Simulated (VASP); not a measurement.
Set up this calculation in VASP 6.6.1, as the native input.

| Item | Value |
| --- | --- |
| Task | single point |
| Functional | LDA |
| Potentials or basis | VASP PAW LDA potentials, release 64 (K_sv, F) |
| Cutoff | 520 eV |
| k mesh | 9 × 9 × 9 |
| Occupations | fermi-dirac, width 0.02 eV |
| Spin | no spin polarisation |
| Dipole correction | no |
| Further INCAR settings | ALGO = Normal; EDIFF = 1e-06; NBANDS = 15 |

The structure of KF lies in POSCAR:

```
KF
1.0
    3.2915445500      0.0000000000      0.0000000000
    0.0000000000      3.2915445500      0.0000000000
    0.0000000000      0.0000000000      3.2589550000
K F
1 1
Direct
    0.0000000000      0.0000000000      0.0000000000
    0.5000000000      0.5000000000      0.5000000000
```

This cell differs from its parent crystal: x and y stretched by +1 %, z held.

One way to write it, as run:

INCAR

```
PREC = Accurate
ENCUT = 520
EDIFF = 1E-6
ISMEAR = -1
SIGMA = 0.02
LREAL = F
LASPH = T
NELM = 100
ALGO = Normal
ISIF = 2
LWAVE = F
LCHARG = F
NBANDS = 15
```

KPOINTS

```
Automatic mesh
0
Gamma
  9 9 9
```

Potentials or basis: VASP PAW LDA potentials, release 64 (K_sv, F).

Run with:

```console
$ cat potpaw_LDA.64/K_sv/POTCAR potpaw_LDA.64/F/POTCAR > POTCAR
$ mpirun -np 1 vasp_std > vasp.out
```

Results of the run:

```
Pressure               : -6.1 GPa
Band gap on the k mesh : 5.77 eV, indirect (least direct gap 5.81 eV)
```

Caveat: the cell differs from its parent crystal (x and y stretched by +1 %, z held).

Wall time 21 s on 1 thread of AMD EPYC 7R43 64-Core Processor (Zen 3), with other jobs on the host, peak memory 0.12 GiB.
